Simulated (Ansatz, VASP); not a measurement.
**One calculation of P, two programs**

Contents of INCAR:

```
SYSTEM = P
ALGO = Normal ; EDIFF = 1E-6
ENCUT = 520 ; ISIF = 2
ISMEAR = 0 ; LASPH = .TRUE.
LCHARG = .FALSE. ; LREAL = .FALSE.
LWAVE = .FALSE. ; NBANDS = 12
NELM = 80 ; PREC = Accurate
SIGMA = 0.15
```

The input KPOINTS:

```
k-points
0
G
  20 20 20
  0 0 0
```

The input POSCAR:

```
P
1.0
   -1.6386153504      2.4365140814      1.9808950291
    1.6386153504     -2.4365140814      1.9808950291
    1.6386153504      2.4365140814     -1.9808950291
P
2
Direct
    0.8033091100      0.0533091100      0.7500000000
    0.1966908900      0.9466908900      0.2500000000
```

Input for Ansatz:

```yaml
crystal:
  lattice:
    - [-1.6386153504, 2.4365140814, 1.9808950291]
    - [1.6386153504, -2.4365140814, 1.9808950291]
    - [1.6386153504, 2.4365140814, -1.9808950291]
  atoms:
    - { symbol: P, position: [0.80330911, 0.05330911, 0.75] }
    - { symbol: P, position: [0.19669089, 0.94669089, 0.25] }
basis:
  ecutwfc: 650.0
kpoints:
  mp_grid: { grid: [20, 20, 20] }
hamiltonian:
  xc: lda
scf:
  occupations: { method: gaussian, width: 0.15 }
output:
  forces: true
  stress: true
  eigenvalues: true
  write_density: true
  write_potential: true
  elf: true
  volumetric_format: npy
```

Alike in both runs: task single point; functional LDA; k mesh 20 × 20 × 20; occupations gaussian, width 0.15 eV; no spin polarisation.

|  | VASP | Ansatz |
| --- | --- | --- |
| version | VASP 6.6.1 | Ansatz 0.2.0 |
| potentials or method | VASP PAW LDA potentials, release 64 (P), cutoff 520 eV | scalar-relativistic, plane waves, PAW |
| valence electrons in the cell | 10 | 10 |

|  | VASP | Ansatz | Ansatz less VASP |
| --- | --- | --- | --- |
| gap on the k mesh at the Fermi level (eV) | none | none | - |
| pressure (GPa) | -1.5 | -1.3 | +0.17 |
| traceless stress, the component that is largest in VASP (GPa) | -6.87 | -6.75 | +0.125 |
| rms of the force components (eV/Å) | 0.109 | 0.085 | -0.0233 |

LDA's correlation is that of Perdew and Zunger in VASP and of Perdew and Wang (1992) in Ansatz. Atom by atom the forces differ by 0.023 eV/Å (rms over components). A gap of «none» marks a metal or a gap that the smearing closes.
